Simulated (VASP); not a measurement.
# Ir (P2_1/m) in VASP: a series of runs

Ir is run at these levels: PBEsol; tasks: single point.

All numbers are computed with VASP 6.6.1; they aren't measurements. Logs are shortened: lines on timing, memory, paths and dates and some standing lists are left out, and cuts for length are marked.

**1. The cell of the first run**

The typed cell holds 2 atoms: a = 2.751 Å, b = 2.745 Å, c = 4.462 Å, α = 90.00°, β = 90.00°, γ = 119.78°.

This isn't the form of Ir at room conditions, which is fcc.

**2. Single point, PBEsol (strain +0.0050 x Voigt [0, 0, 0, 0, 0, 1])**

The input, INCAR:

```
PREC     = Accurate       # precision mode
ENCUT    = 520            # plane-wave cutoff, eV
EDIFF    = 1E-6           # SCF threshold, eV
ISMEAR   = 0              # smearing method
SIGMA    = 0.15           # smearing width, eV
LREAL    = False          # projectors in reciprocal space
LASPH    = True           # aspherical terms in the spheres
NELM     = 100            # most SCF steps
ALGO     = Fast           # electronic algorithm
ISIF     = 2              # what is computed and relaxed
LWAVE    = False          # write WAVECAR
LCHARG   = False          # write CHGCAR
GGA      = PS             # functional
NBANDS   = 16             # bands
```

The input, KPOINTS:

```
Automatic mesh
0
Gamma
  18 18 12
```

The input, POSCAR:

```
Ir
1.0
    2.7513778946      0.0068784447      0.0000000000
   -1.3697320394      2.3793239297      0.0000000000
    0.0000000000      0.0000000000      4.4622900000
Ir
2
Direct
    0.6666666667      0.3333333333      0.7500000000
    0.3333333333      0.6666666667      0.2500000000
```

Potentials or basis: VASP PAW PBE potentials, release 64 (Ir).

Command:

```console
$ cat potpaw_PBE.64/Ir/POTCAR > POTCAR
$ mpirun -np 1 vasp_std > vasp.out
```

OUTCAR:

```text
PREC = Accurate
   ENCUT = 520
   EDIFF = 1E-6
   ISMEAR = 0
   LREAL = False
   LASPH = True
   NELM = 100
   ISIF = 2
   GGA = PS

 ion  position               nearest neighbor table
   1  0.667  0.333  0.750-   2 2.74   2 2.74   2 2.74   2 2.74   2 2.74   2 2.74
   2  0.333  0.667  0.250-   1 2.74   1 2.74   1 2.74   1 2.74   1 2.74   1 2.74

  Warning from LATTYP: Monoclinic adjustment (A1->A3, A2->A1, A3->A2)!
  LATTYP: Found a simple monoclinic cell.
 ALAT       =     2.7454231408
 B/A-ratio  =     1.6253560093
 C/A-ratio  =     1.0021721066
 COS(beta)  =    -0.4967465479

  Lattice vectors:

 A1 = (  -1.3697320394,   2.3793239297,   0.0000000000)
 A2 = (   0.0000000000,   0.0000000000,   4.4622900000)
 A3 = (   2.7513778946,   0.0068784447,   0.0000000000)

Analysis of symmetry for initial positions (statically):
=====================================================================
 Subroutine PRICEL returns:
 Original cell was already a primitive cell.

 Routine SETGRP: Setting up the symmetry group for a
 simple monoclinic supercell.

 Subroutine GETGRP returns: Found  4 space group operations
 (whereof  2 operations were pure point group operations)
 out of a pool of  4 trial point group operations.

The static configuration has the point symmetry S_2 .
 The point group associated with its full space group is C_2h.

Analysis of symmetry for dynamics (positions and initial velocities):
=====================================================================
 Subroutine PRICEL returns:
 Original cell was already a primitive cell.

 Routine SETGRP: Setting up the symmetry group for a
 simple monoclinic supercell.

 Subroutine GETGRP returns: Found  4 space group operations
 (whereof  2 operations were pure point group operations)
 out of a pool of  4 trial point group operations.

The dynamic configuration has the point symmetry S_2 .
 The point group associated with its full space group is C_2h.

 Subroutine INISYM returns: Found  4 space group operations
 (whereof  2 operations are pure point group operations),
 and found     1 'primitive' translations

----------------------------------------------------------------------------------------

                                     Primitive cell

  volume of cell :      29.2541

  direct lattice vectors                    reciprocal lattice vectors
     2.751377895  0.006878445  0.000000000     0.362931921  0.208933082  0.000000000
    -1.369732039  2.379323930  0.000000000    -0.001049209  0.419683446  0.000000000
     0.000000000  0.000000000  4.462290000     0.000000000  0.000000000  0.224100182

  length of vectors
     2.751386493  2.745423141  4.462290000     0.418775133  0.419684757  0.224100182

  position of ions in fractional coordinates (direct lattice)
     0.666666667  0.333333333  0.750000000
     0.333333333  0.666666667  0.250000000

  ion indices of the primitive-cell ions
   primitive index   ion index
                 1           1
                 2           2

----------------------------------------------------------------------------------------

 KPOINTS: Automatic mesh

Automatic generation of k-mesh.
 Grid dimensions read from file:
 generate k-points for:   18   18   12

 Generating k-lattice:

  Cartesian coordinates                     Fractional coordinates (reciprocal lattice)
     0.020162885  0.011607393  0.000000000     0.055555556  0.000000000  0.000000000
    -0.000058289  0.023315747  0.000000000    -0.000000000  0.055555556  0.000000000
     0.000000000  0.000000000  0.018675015     0.000000000  0.000000000  0.083333333

  Length of vectors
     0.023265285  0.023315820  0.018675015

  Shift w.r.t. Gamma in fractional coordinates (k-lattice)
     0.000000000  0.000000000  0.000000000

 Subroutine IBZKPT returns following result:
 ===========================================

 Found   1148 irreducible k-points:

 Following reciprocal coordinates:
            Coordinates               Weight
  0.000000  0.000000  0.000000      1.000000
  0.055556  0.000000  0.000000      2.000000
  0.111111  0.000000  0.000000      2.000000
  0.166667  0.000000  0.000000      2.000000
  0.222222  0.000000  0.000000      2.000000
  0.277778  0.000000  0.000000      2.000000
[... 16 lines left out ...]
 -0.333333  0.055556  0.000000      2.000000
 -0.277778  0.055556  0.000000      2.000000
 [... further k-points ...]
   k-points           NKPTS =   1148   k-points in BZ     NKDIM =   1148   number of bands    NBANDS=     16
   number of dos      NEDOS =    301   number of ions     NIONS =      2
   total plane-waves  NPLWV =  14400
   dimension x,y,z NGX =    20 NGY =   20 NGZ =   36
   dimension x,y,z NGXF=    40 NGYF=   40 NGZF=   72
   ions per type =               2
   NGX,Y,Z   is equivalent  to a cutoff of  12.08, 12.11, 13.41 a.u.
   NGXF,Y,Z  is equivalent  to a cutoff of  24.17, 24.22, 26.82 a.u.
 SYSTEM =  unknown system
   PREC   = accura    normal or accurate (medium, high low for compatibility)
   ISTART =      0    job   : 0-new  1-cont  2-samecut
   ICHARG =      2    charge: 1-file 2-atom 10-const
   ISPIN  =      1    spin polarized calculation?
   LNONCOLLINEAR =      F non collinear calculations
   LSORBIT =      F    spin-orbit coupling
   LASPH  =      T    aspherical Exc in radial PAW
   ENCUT  =  520.0 eV  38.22 Ry    6.18 a.u.   5.12  5.10  8.30*2*pi/ulx,y,z
   NELM   =    100;   NELMIN=  2; NELMDL= -5     # of ELM steps
   EDIFF  = 0.1E-05   stopping-criterion for ELM
   LREAL  =      F    real-space projection
   EDIFFG = 0.1E-04   stopping-criterion for IOM
   NSW    =      0    number of steps for IOM
   IBRION =     -1    ionic relax: 0-MD 1-quasi-New 2-CG
   NFREE  =      0    steps in history (QN), initial steepest desc. (CG)
   ISIF   =      2    stress and relaxation
   ISYM   =      2    0-nonsym 1-usesym 2-fastsym
   POTIM  = 0.5000    time-step for ionic-motion
   TEBEG  =    0.0;   TEEND  =   0.0 temperature during run
   PSTRESS=    0.0 pullay stress
   NELECT =      18.0000    total number of electrons
   NUPDOWN=      -1.0000    fix difference up-down
   EMIN   =  10.00;   EMAX   =-10.00  energy-range for DOS
   EFERMI =   0.00;   METHOD = LEGACY
   ISMEAR =     0;   SIGMA  =   0.15  broadening in eV -4-tet -1-fermi 0-gaus
   EFERMI_NEDOS =   21; number of points for ismear=-14 and -15
   IALGO  =     68    algorithm
   IMIX   =      4    mixing-type and parameters
     AMIX     =   0.40;   BMIX     =  1.00
     AMIX_MAG =   1.60;   BMIX_MAG =  1.00
  volume/ion in A,a.u.               =      14.63        98.71
  Fermi-wavevector in a.u.,A,eV,Ry     =   1.392420  2.631292 26.379432  1.938834
  Thomas-Fermi vector in A             =   2.516164
   LORBIT       =      0    0 simple, 1 ext, 2 COOP (PROOUT), +10 PAW based schemes
   GGA     = PS    functional components
   LHFCALC =     F    Hartree Fock is set to
   AEXX    =    0.0000 exact exchange contribution
   IVDW    =     0    specifies the selected vdW correction
   LEPSILON=     F    determine dielectric tensor
   LRPA    =     F    only Hartree local field effects (RPA)
 non-spin polarized calculation
 RMM-DIIS sequential band-by-band and
 Gauss-broadening in eV      SIGMA  =   0.15
  energy-cutoff  :      520.00
  volume of cell :       29.25
 maximum number of plane-waves:       800
   NGX = 11   NGY = 11   NGZ = 17

 number of electron      18.0000000 magnetization

 Free energy of the ion-electron system (eV)
  ---------------------------------------------------
  ext. energy  EPLUGINS =         0.00000000
  ---------------------------------------------------
  free energy    TOTEN  =       -19.46281383 eV

  energy without entropy =      -19.43676092  energy(sigma->0) =      -19.44978738

 E-fermi :   9.7980     XC(G=0): -13.9058

 val. band max:        9.7929800434   @ k =  -0.1667   0.4444   0.1667
 cond. band min:       9.7990410585   @ k =   0.0000   0.3889   0.0000
 fundamental gap:      0.0060610151
 Fermi energy:         9.7980405513

 k-point     1 :       0.0000    0.0000    0.0000
  band No.  band energies     occupation
      1      -1.1576      2.00000
      2       1.9051      2.00000
      3       6.0149      2.00000
      4       6.0692      2.00000
      5       6.1677      2.00000
      6       6.7011      2.00000
[... 8 lines left out ...]
     15      26.2015      0.00000
     16      27.2040      0.00000

 k-point     2 :       0.0556    0.0000    0.0000
  band No.  band energies     occupation
      1      -1.0408      2.00000
      2       2.0095      2.00000
      3       5.7715      2.00000
      4       6.2524      2.00000
      5       6.3007      2.00000
      6       6.6434      2.00000
[... 8 lines left out ...]
     15      26.3566      0.00000
     16      27.3811      0.00000

 k-point     3 :       0.1111    0.0000    0.0000
  band No.  band energies     occupation
      1      -0.6995      2.00000
      2       2.3027      2.00000
      3       5.4598      2.00000
      4       6.4097      2.00000
      5       6.5440      2.00000
      6       6.6412      2.00000
[... 8 lines left out ...]
     15      26.7682      0.00000
     16      27.6661      0.00000

 k-point     4 :       0.1667    0.0000    0.0000
  band No.  band energies     occupation
      1      -0.1619      2.00000
      2       2.7099      2.00000
      3       5.1585      2.00000
      4       5.9902      2.00000
      5       6.1925      2.00000
      6       6.9966      2.00000
[... 8 lines left out ...]
     15      27.0279      0.00000
     16      27.3318      0.00000

 k-point     5 :       0.2222    0.0000    0.0000
  band No.  band energies     occupation
      1       0.5165      2.00000
      2       3.0543      2.00000
      3       5.0135      2.00000
      4       5.1792      2.00000
      5       5.9960      2.00000
      6       6.7098      2.00000
[... 8 lines left out ...]
     15      26.2344      0.00000
     16      26.2694      0.00000

 k-point     6 :       0.2778    0.0000    0.0000
  band No.  band energies     occupation
      1       1.2412      2.00000
      2       3.1188      2.00000
      3       4.4802      2.00000
      4       5.1472      2.00000
      5       5.9867      2.00000
      6       6.4365      2.00000
[... 8 lines left out ...]
     15      24.8137      0.00000
     16      25.2873      0.00000
[... 267 lines left out ...]
 k-point    21 :      -0.4444    0.0556    0.0000
  band No.  band energies     occupation
      1       2.4996      2.00000
      2       2.7674      2.00000
      3       3.3710      2.00000
      4       5.8971      2.00000
      5       5.9134      2.00000
      6       6.4529      2.00000
[... 8 lines left out ...]
     15      21.1164      0.00000
     16      22.9867      0.00000

 k-point    22 :      -0.3889    0.0556    0.0000
  band No.  band energies     occupation
      1       2.2031      2.00000
      2       2.9445      2.00000
      3       3.6936      2.00000
      4       5.4886      2.00000
      5       6.0051      2.00000
      6       6.4544      2.00000
[... 8 lines left out ...]
     15      22.2852      0.00000
     16      24.2837      0.00000

 k-point    23 :      -0.3333    0.0556    0.0000
  band No.  band energies     occupation
      1       1.6642      2.00000
      2       3.1441      2.00000
      3       4.1691      2.00000
      4       5.1572      2.00000
      5       6.1034      2.00000
      6       6.1734      2.00000
[... 8 lines left out ...]
     15      23.5957      0.00000
     16      24.9551      0.00000

 k-point    24 :      -0.2778    0.0556    0.0000
  band No.  band energies     occupation
      1       0.9624      2.00000
      2       3.2159      2.00000
      3       4.7856      2.00000
      4       4.9368      2.00000
      5       5.9733      2.00000
      6       6.3966      2.00000
[... 8 lines left out ...]
     15      24.9546      0.00000
     16      25.8125      0.00000

 [... further k-points ...]

------------------------ aborting loop because EDIFF is reached ----------------------------------------

  FORCE on cell =-STRESS in cart. coord.  units (eV):
  Direction    XX          YY          ZZ          XY          YZ          ZX
  --------------------------------------------------------------------------------------
  -------------------------------------------------------------------------------------
  Total       -2.1303686     -2.1276134     -2.1700139     -0.1776461      0.0000000      0.0000000
  in kB     -116.6753571   -116.5244599   -118.8466362     -9.7292673      0.0000000      0.0000000
  external PRESSURE =    -117.3488177 kB  Pullay stress =       0.0000000 kB

 VOLUME and BASIS-vectors are now :
 -----------------------------------------------------------------------------
  energy-cutoff  :      520.00
  volume of cell :       29.25
      direct lattice vectors                 reciprocal lattice vectors
     2.751377895  0.006878445  0.000000000     0.362931921  0.208933082  0.000000000
    -1.369732039  2.379323930  0.000000000    -0.001049209  0.419683446  0.000000000
     0.000000000  0.000000000  4.462290000     0.000000000  0.000000000  0.224100182

 POSITION                                       TOTAL-FORCE (eV/Angst)
 -----------------------------------------------------------------------------------
      1.37767      0.79769      3.34672         0.006198      0.000028      0.000000
      0.00397      1.58851      1.11557        -0.006198     -0.000028     -0.000000
 -----------------------------------------------------------------------------------
    total drift:                                0.000000     -0.000000      0.000000

  FREE ENERGIE OF THE ION-ELECTRON SYSTEM (eV)
  ---------------------------------------------------
  free  energy   TOTEN  =       -19.4628138258 eV

  energy  without entropy=      -19.4367609244  energy(sigma->0) =      -19.44978738
```

Run time: 12 min. Hardware: 1 thread of Intel Xeon 8259CL, shared host; peak memory 0.53 GiB.

Results:

- Free energy: -19.4628 eV
- Pressure: -11.7 GPa
- Largest force: 0.006 eV/Å
- Band gap on the k mesh: zero (bands 9 and 10 overlap by 3.21 eV)

Forces on the atoms (eV/Å):
```
Ir   0.006  0.000  0.000
Ir  -0.006  0.000  0.000
```

Stress tensor (GPa, compression positive):
```
-11.67  -0.97   0.00
 -0.97 -11.65   0.00
  0.00   0.00 -11.88
```

Levels at points of the mesh, in eV from the Fermi level:
```csv
k point,band 5,band 6,band 7,band 8,band 9,band 10,band 11,band 12,band 13,band 14
"(0.00, 0.00, 0.00)",-3.63,-3.10,-3.01,-2.29,-2.27,-0.80,0.24,0.27,6.73,14.26
"(0.50, 0.00, 0.00)",-3.44,-3.37,-2.91,0.66,0.92,1.05,2.80,4.19,7.96,9.99
"(0.00, 0.50, 0.00)",-3.43,-3.36,-2.88,0.67,0.91,1.06,2.82,4.22,8.00,10.01
"(0.50, 0.50, 0.00)",-3.43,-3.34,-2.85,0.68,0.90,1.07,2.83,4.25,8.04,10.04
"(0.00, 0.00, 0.50)",-3.84,-3.84,-3.75,-3.75,-0.48,-0.48,-0.45,-0.45,13.54,13.54
"(0.50, 0.00, 0.50)",-2.02,-2.02,-0.96,-0.96,0.89,0.89,1.92,1.92,7.30,7.30
"(0.00, 0.50, 0.50)",-2.05,-2.05,-0.95,-0.95,0.90,0.90,1.94,1.94,7.34,7.34
"(0.50, 0.50, 0.50)",-2.07,-2.07,-0.93,-0.93,0.91,0.91,1.95,1.95,7.38,7.38
```

Caveat: the cell differs from its parent crystal (strain +0.0050 x Voigt [0, 0, 0, 0, 0, 1]); the cell stands under tension; the PAW data sets were made with another functional, which shifts forces and pressure a little; spin-orbit coupling is left out, which moves the levels of the heavy elements.

(Part 1 of 2 ends here.)
